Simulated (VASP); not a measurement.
# Cu4Mo (Im-3m) in VASP: a series of runs

Runs on Cu4Mo. Level: PBE. Tasks: single point, relaxation of cell and atoms.

All numbers are computed with VASP 6.6.1; they aren't measurements. Logs are shortened: lines on timing, memory, paths and dates and some standing lists are left out, and cuts for length are marked.

## (1) The cell of the first run

Symmetry: Im-3m, No. 229, cubic system. The conventional cell has a = 5.207 Å, b = 5.207 Å, c = 5.207 Å, α = 90.00°, β = 90.00°, γ = 90.00°. Within 3.0 Å of Cu (site symmetry -3m) lie 2 Mo at 2.25 Å and 6 Cu at 2.60 Å. Within 3.0 Å of Mo (site symmetry m-3m) lie 8 Cu at 2.25 Å.

The cell was built from a structure type or drawn by symmetry, and may not be a known phase.

## (2) Single point, PBE

File INCAR:

```
PREC = Accurate
ENCUT = 520
EDIFF = 1E-7
ISMEAR = 0
SIGMA = 0.1
LREAL = F
LASPH = T
NELM = 80
ALGO = Normal
ISIF = 2
LWAVE = F
LCHARG = F
GGA = PE
NBANDS = 37
```

File KPOINTS:

```
Automatic mesh
0
Gamma
  6 6 6
```

File POSCAR:

```
Cu4Mo
1.0
   -2.6033873400      2.6033873400      2.6033873400
    2.6033873400     -2.6033873400      2.6033873400
    2.6033873400      2.6033873400     -2.6033873400
Cu Mo
4 1
Direct
    0.0000000000      0.0000000000      0.5000000000
    0.0000000000      0.5000000000      0.0000000000
    0.5000000000      0.0000000000      0.0000000000
    0.5000000000      0.5000000000      0.5000000000
    0.0000000000      0.0000000000      0.0000000000
```

Potentials or basis: VASP PAW PBE potentials, release 64 (Cu, Mo_sv).

Command:

```console
$ cat potpaw_PBE.64/Cu/POTCAR potpaw_PBE.64/Mo_sv/POTCAR > POTCAR
$ mpirun -np 1 vasp_std > vasp.out
```

OUTCAR:

```text
PREC = Accurate
   ENCUT = 520
   EDIFF = 1E-7
   ISMEAR = 0
   LREAL = F
   LASPH = T
   NELM = 80
   ISIF = 2
   GGA = PE

 ion  position               nearest neighbor table
   1  0.000  0.000  0.500-   5 2.25   5 2.25   4 2.60   2 2.60   3 2.60   2 2.60   3 2.60   4 2.60

   2  0.000  0.500  0.000-   5 2.25   5 2.25   4 2.60   1 2.60   3 2.60   1 2.60   4 2.60   3 2.60

   3  0.500  0.000  0.000-   5 2.25   5 2.25   4 2.60   1 2.60   4 2.60   2 2.60   1 2.60   2 2.60

   4  0.500  0.500  0.500-   5 2.25   5 2.25   3 2.60   1 2.60   3 2.60   2 2.60   1 2.60   2 2.60

   5  0.000  0.000  0.000-   1 2.25   2 2.25   3 2.25   4 2.25   1 2.25   2 2.25   3 2.25   4 2.25

  LATTYP: Found a body centered cubic cell.
 ALAT       =     5.2067746800

  Lattice vectors:

 A1 = (  -2.6033873400,   2.6033873400,   2.6033873400)
 A2 = (   2.6033873400,  -2.6033873400,   2.6033873400)
 A3 = (   2.6033873400,   2.6033873400,  -2.6033873400)

Analysis of symmetry for initial positions (statically):
=====================================================================
 Subroutine PRICEL returns:
 Original cell was already a primitive cell.

 Routine SETGRP: Setting up the symmetry group for a
 body centered cubic supercell.

 Subroutine GETGRP returns: Found 48 space group operations
 (whereof 48 operations were pure point group operations)
 out of a pool of 48 trial point group operations.

The static configuration has the point symmetry O_h .

Analysis of symmetry for dynamics (positions and initial velocities):
=====================================================================
 Subroutine PRICEL returns:
 Original cell was already a primitive cell.

 Routine SETGRP: Setting up the symmetry group for a
 body centered cubic supercell.

 Subroutine GETGRP returns: Found 48 space group operations
 (whereof 48 operations were pure point group operations)
 out of a pool of 48 trial point group operations.

The dynamic configuration has the point symmetry O_h .

 Subroutine INISYM returns: Found 48 space group operations
 (whereof 48 operations are pure point group operations),
 and found     1 'primitive' translations

----------------------------------------------------------------------------------------

                                     Primitive cell

  volume of cell :      70.5791

  direct lattice vectors                    reciprocal lattice vectors
    -2.603387340  2.603387340  2.603387340     0.000000000  0.192057475  0.192057475
     2.603387340 -2.603387340  2.603387340     0.192057475  0.000000000  0.192057475
     2.603387340  2.603387340 -2.603387340     0.192057475  0.192057475  0.000000000

  length of vectors
     4.509199145  4.509199145  4.509199145     0.271610286  0.271610286  0.271610286

  position of ions in fractional coordinates (direct lattice)
     0.000000000  0.000000000  0.500000000
     0.000000000  0.500000000  0.000000000
     0.500000000  0.000000000  0.000000000
     0.500000000  0.500000000  0.500000000
     0.000000000  0.000000000  0.000000000

  ion indices of the primitive-cell ions
   primitive index   ion index
                 1           1
                 2           2
                 3           3
                 4           4
                 5           5

----------------------------------------------------------------------------------------

 KPOINTS: Automatic mesh

Automatic generation of k-mesh.
 Grid dimensions read from file:
 generate k-points for:    6    6    6

 Generating k-lattice:

  Cartesian coordinates                     Fractional coordinates (reciprocal lattice)
     0.000000000  0.032009579  0.032009579     0.166666667  0.000000000  0.000000000
     0.032009579  0.000000000  0.032009579     0.000000000  0.166666667  0.000000000
     0.032009579  0.032009579  0.000000000     0.000000000  0.000000000  0.166666667

  Length of vectors
     0.045268381  0.045268381  0.045268381

  Shift w.r.t. Gamma in fractional coordinates (k-lattice)
     0.000000000  0.000000000  0.000000000

 Subroutine IBZKPT returns following result:
 ===========================================

 Found     16 irreducible k-points:

 Following reciprocal coordinates:
            Coordinates               Weight
  0.000000  0.000000  0.000000      1.000000
  0.166667  0.000000  0.000000     12.000000
  0.333333  0.000000  0.000000     12.000000
  0.500000  0.000000  0.000000      6.000000
  0.166667  0.166667  0.000000     24.000000
  0.333333  0.166667  0.000000     48.000000
[... 8 lines left out ...]
  0.500000  0.500000  0.333333     12.000000
  0.500000  0.500000  0.500000      1.000000
   k-points           NKPTS =     16   k-points in BZ     NKDIM =     16   number of bands    NBANDS=     37
   number of dos      NEDOS =    301   number of ions     NIONS =      5
   total plane-waves  NPLWV =  46656
   dimension x,y,z NGX =    36 NGY =   36 NGZ =   36
   dimension x,y,z NGXF=    72 NGYF=   72 NGZF=   72
   ions per type =               4   1
   NGX,Y,Z   is equivalent  to a cutoff of  13.27, 13.27, 13.27 a.u.
   NGXF,Y,Z  is equivalent  to a cutoff of  26.55, 26.55, 26.55 a.u.
 SYSTEM =  unknown system
   PREC   = accura    normal or accurate (medium, high low for compatibility)
   ISTART =      0    job   : 0-new  1-cont  2-samecut
   ICHARG =      2    charge: 1-file 2-atom 10-const
   ISPIN  =      1    spin polarized calculation?
   LNONCOLLINEAR =      F non collinear calculations
   LSORBIT =      F    spin-orbit coupling
   LASPH  =      T    aspherical Exc in radial PAW
   ENCUT  =  520.0 eV  38.22 Ry    6.18 a.u.   8.38  8.38  8.38*2*pi/ulx,y,z
   NELM   =     80;   NELMIN=  2; NELMDL= -5     # of ELM steps
   EDIFF  = 0.1E-06   stopping-criterion for ELM
   LREAL  =      F    real-space projection
   EDIFFG = 0.1E-05   stopping-criterion for IOM
   NSW    =      0    number of steps for IOM
   IBRION =     -1    ionic relax: 0-MD 1-quasi-New 2-CG
   NFREE  =      0    steps in history (QN), initial steepest desc. (CG)
   ISIF   =      2    stress and relaxation
   ISYM   =      2    0-nonsym 1-usesym 2-fastsym
   POTIM  = 0.5000    time-step for ionic-motion
   TEBEG  =    0.0;   TEEND  =   0.0 temperature during run
   PSTRESS=    0.0 pullay stress
   NELECT =      58.0000    total number of electrons
   NUPDOWN=      -1.0000    fix difference up-down
   EMIN   =  10.00;   EMAX   =-10.00  energy-range for DOS
   EFERMI =   0.00;   METHOD = LEGACY
   ISMEAR =     0;   SIGMA  =   0.10  broadening in eV -4-tet -1-fermi 0-gaus
   EFERMI_NEDOS =   21; number of points for ismear=-14 and -15
   IALGO  =     38    algorithm
   IMIX   =      4    mixing-type and parameters
     AMIX     =   0.40;   BMIX     =  1.00
     AMIX_MAG =   1.60;   BMIX_MAG =  1.00
  volume/ion in A,a.u.               =      14.12        95.26
  Fermi-wavevector in a.u.,A,eV,Ry     =   1.533411  2.897728 31.992069  2.351351
  Thomas-Fermi vector in A             =   2.640482
   LORBIT       =      0    0 simple, 1 ext, 2 COOP (PROOUT), +10 PAW based schemes
   GGA     = PE    functional components
   LHFCALC =     F    Hartree Fock is set to
   AEXX    =    0.0000 exact exchange contribution
   IVDW    =     0    specifies the selected vdW correction
   LEPSILON=     F    determine dielectric tensor
   LRPA    =     F    only Hartree local field effects (RPA)
 non-spin polarized calculation
 Gauss-broadening in eV      SIGMA  =   0.10
  energy-cutoff  :      520.00
  volume of cell :       70.58
 maximum number of plane-waves:      1926
 NGX is ok and might be reduce to    36
   NGX = 17   NGY = 17   NGZ = 17

 number of electron      58.0000027 magnetization

 Free energy of the ion-electron system (eV)
  ---------------------------------------------------
  ext. energy  EPLUGINS =         0.00000000
  ---------------------------------------------------
  free energy    TOTEN  =       -18.12831699 eV

  energy without entropy =      -18.11916984  energy(sigma->0) =      -18.12374341

 E-fermi :   7.4939     XC(G=0): -11.9666

 val. band max:        7.4485133899   @ k =   0.5000   0.5000   0.3333
 cond. band min:       7.6376636403   @ k =   0.1667   0.1667   0.1667
 fundamental gap:      0.1891502504
 Fermi energy:         7.4938566405

 k-point     1 :       0.0000    0.0000    0.0000
  band No.  band energies     occupation
      1     -53.1821      2.00000
      2     -27.4799      2.00000
      3     -27.4799      2.00000
      4     -27.4799      2.00000
      5      -0.6078      2.00000
      6       1.4064      2.00000
[... 29 lines left out ...]
     36      10.3826      0.00000
     37      16.4882      0.00000

 k-point     2 :       0.1667    0.0000    0.0000
  band No.  band energies     occupation
      1     -53.1808      2.00000
      2     -27.4937      2.00000
      3     -27.4869      2.00000
      4     -27.4805      2.00000
      5      -0.2640      2.00000
      6       1.5000      2.00000
[... 29 lines left out ...]
     36      11.2848      0.00000
     37      16.6393      0.00000

 k-point     3 :       0.3333    0.0000    0.0000
  band No.  band energies     occupation
      1     -53.1781      2.00000
      2     -27.5211      2.00000
      3     -27.5009      2.00000
      4     -27.4817      2.00000
      5       0.6050      2.00000
      6       1.7182      2.00000
[... 29 lines left out ...]
     36      12.9171      0.00000
     37      16.0525      0.00000

 k-point     4 :       0.5000    0.0000    0.0000
  band No.  band energies     occupation
      1     -53.1767      2.00000
      2     -27.5347      2.00000
      3     -27.5079      2.00000
      4     -27.4823      2.00000
      5       1.1537      2.00000
      6       1.8498      2.00000
[... 29 lines left out ...]
     36      14.3751      0.00000
     37      15.6874      0.00000
[... 363 lines left out ...]
      1     -53.1740      2.00000
      2     -27.5226      2.00000
      3     -27.5221      2.00000
      4     -27.5221      2.00000
      5       1.8267      2.00000
      6       2.4061      2.00000
[... 29 lines left out ...]
     36      15.1005      0.00000
     37      15.1005      0.00000

 k-point    15 :       0.5000    0.5000    0.3333
  band No.  band energies     occupation
      1     -53.1727      2.00000
      2     -27.5358      2.00000
      3     -27.5291      2.00000
      4     -27.5227      2.00000
      5       2.3333      2.00000
      6       2.6742      2.00000
[... 29 lines left out ...]
     36      15.7394      0.00000
     37      15.8200      0.00000

 k-point    16 :       0.5000    0.5000    0.5000
  band No.  band energies     occupation
      1     -53.1714      2.00000
      2     -27.5362      2.00000
      3     -27.5362      2.00000
      4     -27.5362      2.00000
      5       2.7348      2.00000
      6       2.7348      2.00000
[... 29 lines left out ...]
     36      17.7093      0.00000
     37      17.7093      0.00000

------------------------ aborting loop because EDIFF is reached ----------------------------------------

  FORCE on cell =-STRESS in cart. coord.  units (eV):
  Direction    XX          YY          ZZ          XY          YZ          ZX
  --------------------------------------------------------------------------------------
  -------------------------------------------------------------------------------------
  Total       15.4669369     15.4669369     15.4669369      0.0000000     -0.0000000      0.0000000
  in kB      351.1062319    351.1062319    351.1062319      0.0000000     -0.0000000      0.0000000
  external PRESSURE =     351.1062319 kB  Pullay stress =       0.0000000 kB

 VOLUME and BASIS-vectors are now :
 -----------------------------------------------------------------------------
  energy-cutoff  :      520.00
  volume of cell :       70.58
      direct lattice vectors                 reciprocal lattice vectors
    -2.603387340  2.603387340  2.603387340     0.000000000  0.192057475  0.192057475
     2.603387340 -2.603387340  2.603387340     0.192057475  0.000000000  0.192057475
     2.603387340  2.603387340 -2.603387340     0.192057475  0.192057475  0.000000000

 POSITION                                       TOTAL-FORCE (eV/Angst)
 -----------------------------------------------------------------------------------
      1.30169      1.30169     -1.30169        -0.000000      0.000000      0.000000
      1.30169     -1.30169      1.30169        -0.000000     -0.000000     -0.000000
     -1.30169      1.30169      1.30169         0.000000     -0.000000     -0.000000
      1.30169      1.30169      1.30169         0.000000     -0.000000      0.000000
      0.00000      0.00000      0.00000         0.000000      0.000000      0.000000
 -----------------------------------------------------------------------------------
    total drift:                               -0.000000     -0.000000      0.000000

  FREE ENERGIE OF THE ION-ELECTRON SYSTEM (eV)
  ---------------------------------------------------
  free  energy   TOTEN  =       -18.1283169858 eV

  energy  without entropy=      -18.1191698416  energy(sigma->0) =      -18.12374341
```

Run time: 60 s. Hardware: 1 thread of Intel Xeon 8259CL, shared host; peak memory 0.21 GiB.

Results:

- Free energy: -18.1283 eV
- Pressure: 35.1 GPa
- Band gap on the k mesh: zero (bands 29 and 30 overlap by 3.14 eV)

Levels at points of the mesh, in eV from the Fermi level:
```csv
k point,band 26,band 27,band 28,band 29,band 30,band 31,band 32,band 33
"(0.00, 0.00, 0.00)",0.59,0.59,0.59,1.34,1.34,2.72,2.72,2.72
"(0.50, 0.00, 0.00)",-2.77,-1.66,-0.81,-0.43,0.34,0.71,1.42,1.94
"(0.50, 0.50, 0.50)",-2.25,-2.00,-1.80,-1.80,-1.80,-0.08,-0.08,-0.08
```

Caveat: the cell stands under pressure.

(Part 1 of 2 ends here.)
